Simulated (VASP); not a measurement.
# TaN (C2/m) in VASP: a series of runs

Runs on TaN. Level: PBE. Tasks: single point, relaxation of cell and atoms.

Everything below comes from runs of VASP 6.6.1. Logs are shortened: lines on timing, memory, paths and dates and some standing lists are left out, and cuts for length are marked.

## Step 1: The cell of the first run

It takes space group C2/m (No. 12, monoclinic). The conventional cell has a = 3.410 Å, b = 4.285 Å, c = 4.558 Å, α = 90.00°, β = 98.17°, γ = 90.00°. Within 2.3 Å of Ta (site symmetry 2/m) lie 4 N at 1.71 to 2.14 Å. N (site symmetry 2/m) has 4 Ta at 1.71 to 2.14 Å within 2.3 Å.

## Step 2: Single point, PBE

Input file INCAR:

```
PREC = Accurate ; ENCUT = 520
EDIFF = 1E-6 ; ISMEAR = 0
SIGMA = 0.1 ; LREAL = F
LASPH = T ; NELM = 80
ALGO = Normal ; ISIF = 2
LWAVE = F ; LCHARG = F
GGA = PE ; NBANDS = 15
```

Input file KPOINTS:

```
regular mesh
0
Gamma
  6 6 4
```

Input file POSCAR:

```
TaN
1.0
    1.7050397000     -2.1425137800      0.0000000000
    1.7050397000      2.1425137800      0.0000000000
   -0.6473645000      0.0000000000      4.5116972500
Ta N
1 1
Direct
    0.0000000000      0.0000000000      0.5000000000
    0.5000000000      0.5000000000      0.5000000000
```

Potentials or basis: VASP PAW PBE potentials, release 64 (Ta_pv, N).

The run is started by

```bash
> cat potpaw_PBE.64/Ta_pv/POTCAR potpaw_PBE.64/N/POTCAR > POTCAR
> mpirun -np 1 vasp_std > vasp.out
```

OUTCAR:

```text
PREC = Accurate
   ENCUT = 520
   EDIFF = 1E-6
   ISMEAR = 0
   LREAL = F
   LASPH = T
   NELM = 80
   ISIF = 2
   GGA = PE

 ion  position               nearest neighbor table
   1  0.000  0.000  0.500-   2 1.71   2 1.71   2 2.14   2 2.14
   2  0.500  0.500  0.500-   1 1.71   1 1.71   1 2.14   1 2.14

  LATTYP: Found a base centered monoclinic cell.
 ALAT       =     3.4100794000
 B/A-ratio  =     1.2565770639
 C/A-ratio  =     1.3365977457
 COS(beta)  =    -0.1420311700

  Lattice vectors:

 A1 = (   1.7050397000,  -2.1425137800,   0.0000000000)
 A2 = (   1.7050397000,   2.1425137800,   0.0000000000)
 A3 = (  -0.6473645000,   0.0000000000,   4.5116972500)

Analysis of symmetry for initial positions (statically):
=====================================================================
 Subroutine PRICEL returns:
 Original cell was already a primitive cell.

 Routine SETGRP: Setting up the symmetry group for a
 base centered monoclinic supercell.

 Subroutine GETGRP returns: Found  4 space group operations
 (whereof  4 operations were pure point group operations)
 out of a pool of  4 trial point group operations.

The static configuration has the point symmetry C_2h.

Analysis of symmetry for dynamics (positions and initial velocities):
=====================================================================
 Subroutine PRICEL returns:
 Original cell was already a primitive cell.

 Routine SETGRP: Setting up the symmetry group for a
 base centered monoclinic supercell.

 Subroutine GETGRP returns: Found  4 space group operations
 (whereof  4 operations were pure point group operations)
 out of a pool of  4 trial point group operations.

The dynamic configuration has the point symmetry C_2h.

 Subroutine INISYM returns: Found  4 space group operations
 (whereof  4 operations are pure point group operations),
 and found     1 'primitive' translations

----------------------------------------------------------------------------------------

                                     Primitive cell

  volume of cell :      32.9631

  direct lattice vectors                    reciprocal lattice vectors
     1.705039700 -2.142513780  0.000000000     0.293248304 -0.233370728  0.042076968
     1.705039700  2.142513780  0.000000000     0.293248304  0.233370728  0.042076968
    -0.647364500  0.000000000  4.511697250     0.000000000  0.000000000  0.221646078

  length of vectors
     2.738161003  2.738161003  4.557904439     0.377129866  0.377129866  0.221646078

  position of ions in fractional coordinates (direct lattice)
     0.000000000  0.000000000  0.500000000
     0.500000000  0.500000000  0.500000000

  ion indices of the primitive-cell ions
   primitive index   ion index
                 1           1
                 2           2

----------------------------------------------------------------------------------------

 KPOINTS: regular mesh

Automatic generation of k-mesh.
 Grid dimensions read from file:
 generate k-points for:    6    6    4

 Generating k-lattice:

  Cartesian coordinates                     Fractional coordinates (reciprocal lattice)
     0.048874717 -0.038895121  0.007012828     0.166666667  0.000000000  0.000000000
     0.048874717  0.038895121  0.007012828     0.000000000  0.166666667  0.000000000
     0.000000000  0.000000000  0.055411519     0.000000000  0.000000000  0.250000000

  Length of vectors
     0.062854978  0.062854978  0.055411519

  Shift w.r.t. Gamma in fractional coordinates (k-lattice)
     0.000000000  0.000000000  0.000000000

 Subroutine IBZKPT returns following result:
 ===========================================

 Found     47 irreducible k-points:

 Following reciprocal coordinates:
            Coordinates               Weight
  0.000000  0.000000  0.000000      1.000000
  0.166667  0.000000  0.000000      4.000000
  0.333333  0.000000  0.000000      4.000000
  0.500000  0.000000  0.000000      2.000000
  0.166667  0.166667 -0.000000      2.000000
  0.333333  0.166667  0.000000      4.000000
[... 16 lines left out ...]
 -0.333333  0.166667  0.250000      4.000000
 -0.166667  0.166667  0.250000      4.000000
 [... further k-points ...]
   k-points           NKPTS =     47   k-points in BZ     NKDIM =     47   number of bands    NBANDS=     15
   number of dos      NEDOS =    301   number of ions     NIONS =      2
   total plane-waves  NPLWV =  14400
   dimension x,y,z NGX =    20 NGY =   20 NGZ =   36
   dimension x,y,z NGXF=    40 NGYF=   40 NGZF=   72
   ions per type =               1   1
   NGX,Y,Z   is equivalent  to a cutoff of  12.14, 12.14, 13.13 a.u.
   NGXF,Y,Z  is equivalent  to a cutoff of  24.29, 24.29, 26.26 a.u.
 SYSTEM =  unknown system
   PREC   = accura    normal or accurate (medium, high low for compatibility)
   ISTART =      0    job   : 0-new  1-cont  2-samecut
   ICHARG =      2    charge: 1-file 2-atom 10-const
   ISPIN  =      1    spin polarized calculation?
[... 58 lines left out ...]
 Fermi energy:         4.2462536779

 k-point     1 :       0.0000    0.0000    0.0000
  band No.  band energies     occupation
      1     -31.3203      2.00000
      2     -30.8243      2.00000
      3     -30.2300      2.00000
      4     -14.5287      2.00000
      5      -0.8925      2.00000
      6      -0.1385      2.00000
      7       0.0792      2.00000
      8       0.6654      2.00000
      9       4.1743      1.69141
     10       4.4550      0.00315
     11       6.2201      0.00000
     12       7.5980      0.00000
     13      12.1146      0.00000
     14      12.2986      0.00000
     15      17.8599      0.00000

 k-point     2 :       0.1667    0.0000    0.0000
  band No.  band energies     occupation
      1     -31.5822      2.00000
      2     -30.7773      2.00000
      3     -30.3928      2.00000
      4     -13.5401      2.00000
      5      -2.7179      2.00000
      6      -1.6814      2.00000
      7       0.5104      2.00000
      8       1.6516      2.00000
      9       3.2556      2.00000
     10       7.0944      0.00000
     11       7.2078      0.00000
     12       7.3815      0.00000
     13      11.8700      0.00000
     14      12.9764      0.00000
     15      17.8756      0.00000

 k-point     3 :       0.3333    0.0000    0.0000
  band No.  band energies     occupation
      1     -32.2350      2.00000
      2     -30.6819      2.00000
      3     -30.4951      2.00000
      4     -11.1276      2.00000
      5      -4.8554      2.00000
      6      -2.9345      2.00000
      7      -2.7073      2.00000
      8       2.7067      2.00000
      9       6.5769      0.00000
     10       6.8832      0.00000
     11       9.3031      0.00000
     12      10.3760      0.00000
     13      11.7062      0.00000
     14      12.7533      0.00000
     15      15.7672      0.00000

 k-point     4 :       0.5000    0.0000    0.0000
  band No.  band energies     occupation
      1     -32.5703      2.00000
      2     -30.6334      2.00000
      3     -30.5002      2.00000
      4      -8.9887      2.00000
      5      -6.1219      2.00000
      6      -4.8238      2.00000
      7      -3.4685      2.00000
      8       3.7669      2.00000
      9       6.3567      0.00000
     10       8.4061      0.00000
     11      10.9903      0.00000
     12      11.5038      0.00000
     13      11.5362      0.00000
     14      13.1750      0.00000
     15      16.8311      0.00000
[... 307 lines left out ...]
 k-point    22 :       0.5000    0.1667    0.2500
  band No.  band energies     occupation
      1     -32.4559      2.00000
      2     -30.8801      2.00000
      3     -30.6058      2.00000
      4     -11.0927      2.00000
      5      -4.7869      2.00000
      6      -3.0156      2.00000
      7      -2.3008      2.00000
      8       4.3297      0.23780
      9       4.9096      0.00000
     10       8.5530      0.00000
     11      10.0733      0.00000
     12      11.2937      0.00000
     13      11.3771      0.00000
     14      13.3439      0.00000
     15      16.2901      0.00000

 k-point    23 :      -0.3333    0.1667    0.2500
  band No.  band energies     occupation
      1     -32.0502      2.00000
      2     -30.8677      2.00000
      3     -30.6628      2.00000
      4     -12.8653      2.00000
      5      -4.3480      2.00000
      6      -2.1000      2.00000
      7       0.9680      2.00000
      8       3.3493      2.00000
      9       5.3373      0.00000
     10       6.1111      0.00000
     11       6.8420      0.00000
     12      10.1922      0.00000
     13      12.8550      0.00000
     14      14.5825      0.00000
     15      17.8362      0.00000

 k-point    24 :      -0.1667    0.1667    0.2500
  band No.  band energies     occupation
      1     -31.5437      2.00000
      2     -30.7495      2.00000
      3     -30.6919      2.00000
      4     -13.8422      2.00000
      5      -3.0928      2.00000
      6      -1.4362      2.00000
      7       1.0599      2.00000
      8       2.4541      2.00000
      9       4.8324      0.00000
     10       5.2887      0.00000
     11       7.2706      0.00000
     12       8.9259      0.00000
     13       9.7238      0.00000
     14      15.7056      0.00000
     15      17.8599      0.00000

 [... further k-points ...]
[... 5 lines left out ...]
  --------------------------------------------------------------------------------------
  -------------------------------------------------------------------------------------
  Total       58.1064851      2.6147402     -1.1521148      0.0000000      0.0000000      0.2659879
  in kB     2824.2759218    127.0899063    -55.9987435      0.0000000      0.0000000     12.9283882
  external PRESSURE =     965.1223615 kB  Pullay stress =       0.0000000 kB

 VOLUME and BASIS-vectors are now :
 -----------------------------------------------------------------------------
  energy-cutoff  :      520.00
  volume of cell :       32.96
      direct lattice vectors                 reciprocal lattice vectors
     1.705039700 -2.142513780  0.000000000     0.293248304 -0.233370728  0.042076968
     1.705039700  2.142513780  0.000000000     0.293248304  0.233370728  0.042076968
    -0.647364500  0.000000000  4.511697250     0.000000000  0.000000000  0.221646078

 POSITION                                       TOTAL-FORCE (eV/Angst)
 -----------------------------------------------------------------------------------
     -0.32368      0.00000      2.25585         0.000000     -0.000000      0.000000
      1.38136      0.00000      2.25585        -0.000000      0.000000      0.000000
 -----------------------------------------------------------------------------------
    total drift:                                0.000000      0.000000      0.000000

  FREE ENERGIE OF THE ION-ELECTRON SYSTEM (eV)
  ---------------------------------------------------
  free  energy   TOTEN  =       -15.8147332953 eV

  energy  without entropy=      -15.8080050067  energy(sigma->0) =      -15.81136915
```

Wall time 17 s (1 thread of AMD EPYC 9R45 (Zen 5), shared host); peak memory 0.12 GiB.

Results:

```
Free energy            : -15.8147 eV
Pressure               : 96.5 GPa
Band gap on the k mesh : zero (band 8 reaches 5.14 eV, above the bottom of band 9 at 3.26 eV)
```

Levels at points of the mesh, in eV from the Fermi level:
```
           k point  band 6  band 7  band 8  band 9  band 10  band 11
(0.00, 0.00, 0.00)   -4.38   -4.17   -3.58   -0.07     0.21     1.97
(0.50, 0.00, 0.00)   -9.07   -7.71   -0.48    2.11     4.16     6.74
(0.50, 0.50, 0.00)   -4.00   -2.37   -0.94   -0.58     0.96     6.38
(0.00, 0.00, 0.50)   -4.38   -4.17   -1.10   -0.07     0.29     1.62
(0.50, 0.00, 0.50)   -9.07   -7.87    0.90    1.96     3.18     6.78
(0.50, 0.50, 0.50)   -4.11   -2.74   -1.02   -0.57     1.95     6.38
```

Caveat: the k points lie up to 0.39 Å⁻¹ apart; spin-orbit coupling is left out, which moves the levels of the heavy elements.

## Step 3: Relaxation of cell and atoms, PBE

Input file INCAR:

```
  PREC = Accurate
  ENCUT = 600
  EDIFF = 1E-7
  ISMEAR = 0
  SIGMA = 0.1
  LREAL = False
  LASPH = True
  NELM = 100
  ALGO = Normal
  ISIF = 3
  LWAVE = False
  LCHARG = False
  GGA = PE
  IBRION = 2
  NSW = 90
  EDIFFG = -0.04
```

KPOINTS is that of step 2.

POSCAR is that of step 2.

Potentials or basis: VASP PAW PBE potentials, release 64 (Ta_pv, N).

The run is started by

```bash
> cat potpaw_PBE.64/Ta_pv/POTCAR potpaw_PBE.64/N/POTCAR > POTCAR
> mpirun -np 1 vasp_std > vasp.out
```

Wall time 7.2 min (1 thread of AMD EPYC 9R45 (Zen 5), shared host); peak memory 0.17 GiB.

The run converged. Its results:

```yaml
Free_energy: -21.3704 eV
Relaxed_volume: 14.06 Å³/atom
Relaxed_cell: a = 2.955 Å, b = 2.955 Å, c = 3.220 Å, α = 90.13°, β = 90.13°, γ = 90.12°
Space_group_after_relaxing_to_0.05_Å: P4/mmm (No. 123)
Energy_gained_by_relaxing: 2776.6 meV/atom
Ionic_steps: 35
Pressure_after_relaxing: 0.0 GPa
Band_gap_on_the_k_mesh: zero (band 8 reaches 7.52 eV, above the bottom of band 9 at 2.94 eV)
```

Stress tensor (GPa, compression positive):
```
 0.35  0.00  0.04
 0.00 -0.27  0.00
 0.04  0.00 -0.20
```

Step by step:
| step | energy change (eV) | largest force (eV/Å) | pressure (GPa) | volume (Å³) |
| --- | --- | --- | --- | --- |
| 1 | 0.0000 | 0.0000 | 96.54 | 32.96 |
| 2 | 6.3940 | 0.0000 | -35.70 | 81.85 |
| 3 | -2.3634 | 0.0000 | -30.73 | 50.57 |
| 4 | -3.4138 | 0.0000 | -28.73 | 46.95 |
| 5 | -4.6978 | 0.0000 | -6.59 | 39.92 |
| 6 | -4.6975 | 0.0000 | -8.23 | 40.18 |
| 7 | -4.6805 | 0.0000 | 11.19 | 35.97 |
| 8 | -4.8076 | 0.0000 | -0.66 | 38.00 |
| 9 | -4.9071 | 0.0000 | -3.68 | 36.73 |
| 10 | -5.1648 | 0.0000 | -10.14 | 32.65 |
| 11 | -2.9206 | 0.0000 | 27.98 | 23.28 |
| 12 | -5.1838 | 0.0000 | -10.43 | 32.23 |
| 13 | -5.2128 | 0.0000 | -10.74 | 31.29 |
| 14 | -5.2304 | 0.0000 | -10.61 | 31.00 |
| 15 | -5.2735 | 0.0000 | -10.01 | 30.13 |
| 16 | -5.2890 | 0.0000 | -7.45 | 28.39 |
| 17 | -5.2965 | 0.0000 | -8.68 | 29.08 |
| 18 | -5.3393 | 0.0000 | -8.02 | 28.93 |
| 19 | -5.4471 | 0.0000 | -5.38 | 28.48 |
| 20 | -5.5377 | 0.0000 | 3.18 | 27.57 |
| 21 | -5.5381 | 0.0000 | 2.54 | 27.63 |
| 22 | -5.5405 | 0.0000 | 1.44 | 27.72 |
| 23 | -5.5420 | 0.0000 | -0.65 | 27.90 |
| 24 | -5.5421 | 0.0000 | -0.33 | 27.88 |
| 25 | -5.5427 | 0.0000 | -0.24 | 27.88 |
| 26 | -5.5443 | 0.0000 | 0.05 | 27.89 |
| 27 | -5.5468 | 0.0000 | 0.53 | 27.90 |
| 28 | -5.5484 | 0.0000 | 1.57 | 27.92 |
| 29 | -5.5488 | 0.0000 | 1.49 | 27.93 |
| 30 | -5.5498 | 0.0000 | 1.25 | 27.97 |
| 31 | -5.5514 | 0.0000 | 0.77 | 28.04 |
| 32 | -5.5519 | 0.0000 | -0.20 | 28.19 |
| 33 | -5.5521 | 0.0000 | 0.13 | 28.14 |
| 34 | -5.5525 | 0.0000 | 0.09 | 28.14 |
| 35 | -5.5533 | 0.0000 | -0.04 | 28.11 |

Final structure:
```yaml
crystal:
  lattice:
    - [2.07472, -2.09172, 0.22919]
    - [2.07472, 2.09172, 0.22919]
    - [-0.36379, 0.00000, 3.19906]
  atoms:
    - { symbol: Ta, position: [0.00000, 0.00000, 0.50000] }
    - { symbol: N, position: [0.50000, 0.50000, 0.50000] }
```

Levels at points of the mesh, in eV from the Fermi level:
```
           k point  band 4  band 5  band 6  band 7  band 8  band 9  band 10  band 11  band 12
(0.00, 0.00, 0.00)  -16.56   -3.49   -3.22   -2.29   -2.27   -2.21     2.78     3.28     3.29
(0.50, 0.00, 0.00)  -14.00   -8.28   -6.16   -3.72   -2.04    3.73     4.03     4.65     4.82
(0.50, 0.50, 0.00)  -15.82   -3.88   -3.85   -1.50   -0.91    0.78     0.79     5.71     7.18
(0.00, 0.00, 0.50)  -16.17   -5.15   -2.84   -2.12   -2.10    1.68     1.69     2.90     4.32
(0.50, 0.00, 0.50)  -13.67   -7.84   -6.13   -6.01    2.37    2.66     3.48     3.89     5.55
(0.50, 0.50, 0.50)  -15.56   -3.41   -3.38   -3.11   -1.96   -1.95     4.73     5.79     7.27
```

Caveat: the k points lie up to 0.49 Å⁻¹ apart in the final cell; spin-orbit coupling is left out, which moves the levels of the heavy elements.

## Step 4: Single point, PBE, collinear spin, ferromagnetic start

Input file INCAR:

```
PREC     = Accurate       # precision mode
ENCUT    = 520            # plane-wave cutoff, eV
EDIFF    = 1E-6           # SCF threshold, eV
ISMEAR   = 0              # smearing method
SIGMA    = 0.1            # smearing width, eV
LREAL    = F              # projectors in reciprocal space
LASPH    = T              # aspherical terms in the spheres
NELM     = 150            # most SCF steps
ALGO     = Normal         # electronic algorithm
ISIF     = 2              # what is computed and relaxed
LWAVE    = F              # write WAVECAR
LCHARG   = F              # write CHGCAR
ISPIN    = 2              # spin polarisation
MAGMOM   = 1 0            # initial moments
LORBIT   = 11             # projections on sites
LMAXMIX  = 4              # l up to which the mixer works
GGA      = PE             # functional
NBANDS   = 19             # bands
```

Input file KPOINTS:

```
Automatic mesh
0
Gamma
  6 6 4
```

POSCAR is that of step 3.

The run is started by

```bash
> cat potpaw_PBE.64/Ta_pv/POTCAR potpaw_PBE.64/N/POTCAR > POTCAR
> mpirun -np 1 vasp_std > vasp.out
```

Wall time 49 s (1 thread of AMD EPYC 9R45 (Zen 5), shared host); peak memory 0.14 GiB.

The run converged. Its results:

| Property | Result |
| --- | --- |
| Free energy | -15.8147 eV |
| Pressure | 96.5 GPa |
| Band gap on the k mesh | zero (filled and empty bands overlap) |
| Net moment | 0.00 μB per cell |
| Valence electrons inside the program's atomic spheres | Ta 9.77; N 4.08 |

Stress tensor (GPa, compression positive):
```
282.43   0.00   1.29
  0.00  12.71   0.00
  1.29   0.00  -5.62
```

Levels at points of the mesh, in eV from the Fermi level:
Spin up:
```csv
k point,band 6,band 7,band 8,band 9,band 10,band 11
"(0.00, 0.00, 0.00)",-4.38,-4.17,-3.58,-0.07,0.21,1.97
"(0.50, 0.00, 0.00)",-9.07,-7.71,-0.48,2.11,4.16,6.74
"(0.50, 0.50, 0.00)",-4.00,-2.37,-0.94,-0.58,0.96,6.38
"(0.00, 0.00, 0.50)",-4.38,-4.16,-1.10,-0.07,0.29,1.62
"(0.50, 0.00, 0.50)",-9.07,-7.87,0.90,1.96,3.18,6.78
"(0.50, 0.50, 0.50)",-4.11,-2.74,-1.02,-0.57,1.95,6.38
```
Spin down:
| k point | band 4 | band 5 | band 6 | band 7 | band 8 | band 9 | band 10 | band 11 | band 12 | band 13 |
| --- | --- | --- | --- | --- | --- | --- | --- | --- | --- | --- |
| (0.00, 0.00, 0.00) | -18.77 | -5.14 | -4.38 | -4.17 | -3.58 | -0.07 | 0.21 | 1.97 | 3.35 | 7.87 |
| (0.50, 0.00, 0.00) | -13.23 | -10.37 | -9.07 | -7.71 | -0.48 | 2.11 | 4.16 | 6.74 | 7.26 | 7.29 |
| (0.50, 0.50, 0.00) | -18.52 | -5.31 | -4.00 | -2.37 | -0.94 | -0.58 | 0.96 | 6.38 | 6.76 | 8.46 |
| (0.00, 0.00, 0.50) | -18.76 | -5.76 | -4.38 | -4.16 | -1.10 | -0.07 | 0.29 | 1.62 | 1.94 | 3.32 |
| (0.50, 0.00, 0.50) | -13.22 | -10.36 | -9.07 | -7.87 | 0.90 | 1.96 | 3.18 | 6.78 | 7.00 | 8.42 |
| (0.50, 0.50, 0.50) | -18.51 | -5.27 | -4.11 | -2.74 | -1.02 | -0.57 | 1.95 | 6.38 | 7.84 | 9.03 |

Caveat: the k points lie up to 0.39 Å⁻¹ apart; spin-orbit coupling is left out, which moves the levels of the heavy elements.

## Step 5: Overview

```tsv
task	spin	cell	cutoff (eV)	gap on the mesh (eV)	pressure (GPa)
single point	off	as given	520	none	96.5
relaxation of cell and atoms	off	relaxed	600	none	0.0
single point	collinear, ferromagnetic start	as given	520	none	96.5
```

Alike in all rows: level PBE; potentials or basis VASP PAW PBE potentials, release 64 (Ta_pv, N); k mesh 6 × 6 × 4; smearing gaussian 0.1 eV.

Caveats: all runs use coarse meshes; spin-orbit coupling is left out, which moves the levels of the heavy elements.

Absolute energies hang on the potentials; compare differences alone.
